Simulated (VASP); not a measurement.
A run of VASP 6.6.1 is set up as follows.

File INCAR:

```
SYSTEM = HfSi2
PREC = Accurate
ENCUT = 500
EDIFF = 1E-6
ISMEAR = 0
SIGMA = 0.1
LREAL = .FALSE.
LASPH = .TRUE.
NELM = 120
ALGO = Normal
ISIF = 2
LWAVE = .FALSE.
LCHARG = .FALSE.
GGA = PE
NBANDS = 48
GGA_COMPAT = .FALSE.
```

The input KPOINTS:

```
regular mesh
0
G
  10 4 10
  0 0 0
```

The input POSCAR:

```
HfSi2
1.0
    3.7930109790      0.0000000000      0.0000000000
    0.0000000000     15.0297601135      0.0000000000
    0.0000000000      0.0000000000      3.5939157281
Hf Si
4 8
Direct
    0.0000000000      0.1064574208      0.2500000000
    0.5000000000      0.3935425792      0.7500000000
    0.5000000000      0.6064574208      0.2500000000
    0.0000000000      0.8935425792      0.7500000000
    0.0000000000      0.4459699615      0.2500000000
    0.5000000000      0.0540300385      0.7500000000
    0.5000000000      0.2489004814      0.2500000000
    0.0000000000      0.2510995186      0.7500000000
    0.5000000000      0.9459699615      0.2500000000
    0.0000000000      0.5540300385      0.7500000000
    0.0000000000      0.7489004814      0.2500000000
    0.5000000000      0.7510995186      0.7500000000
```

Potentials or basis: VASP PAW PBE potentials, release 64 (Hf_pv, Si).

The run is started by

```sh
$ cat potpaw_PBE.64/Hf_pv/POTCAR potpaw_PBE.64/Si/POTCAR > POTCAR
$ mpirun -np 1 vasp_std > vasp.out
```

(1) Estimate the largest force.

(2) Predict the band gap on the k mesh.

(3) What does it give for the pressure?

Results:

(1) 0.087 eV/Å.

(2) zero (bands 36 and 37 overlap by 0.89 eV).

(3) -4.3 GPa.

Caveat: the cell differs from its parent crystal (biaxial strain in the a-b plane: +3.0 %); the stress differs along the axes, from -7 to -0 GPa; spin-orbit coupling is left out, which moves the levels of the heavy elements.
